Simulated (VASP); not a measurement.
MgS:

```xyz
16
Lattice="8.5608 0.0000 0.0000 0.0000 8.5608 0.0000 0.0000 0.0000 5.2526" Properties=species:S:1:pos:R:3 pbc="T T T"
Mg    5.5063    5.5064    0.0000
Mg    7.3348    7.3350    2.6263
Mg    3.0546    3.0544    0.0000
Mg    1.2260    1.2258    2.6263
Mg    5.5064    3.0546    2.6263
Mg    7.3350    1.2260    0.0000
Mg    3.0544    5.5063    2.6263
Mg    1.2258    7.3348    0.0000
S     1.2945    7.2643    2.6263
S     2.9839    5.5749    0.0000
S     7.2663    1.2965    2.6263
S     5.5769    2.9859    0.0000
S     1.2965    1.2945    0.0000
S     2.9859    2.9839    2.6263
S     7.2643    7.2663    0.0000
S     5.5749    5.5769    2.6263
```

Base run:

* Program: VASP 6.6.1
* Functional: PBE
* Potentials or basis: VASP PAW PBE potentials, release 64 (Mg, S)
* Cutoff: 600 eV
* k mesh: 4 × 4 × 4
* Occupations: gaussian, width 0.02 eV
* Spin: no spin polarisation

Its results: band gap on the k mesh 2.94 eV; pressure -0.1 GPa; largest force 0.008 eV/Å.

Task: The run is repeated on the same cell with these changes: functional from PBE to r2SCAN; cutoff from 600 eV to 660 eV. What comes out?

Result: Band gap on the k mesh 3.44 eV; pressure -1.2 GPa; largest force 0.030 eV/Å.

Caveats: the PAW data sets were made with another functional, which shifts forces and pressure a little (at least some runs).

A k mesh can miss the band edges.
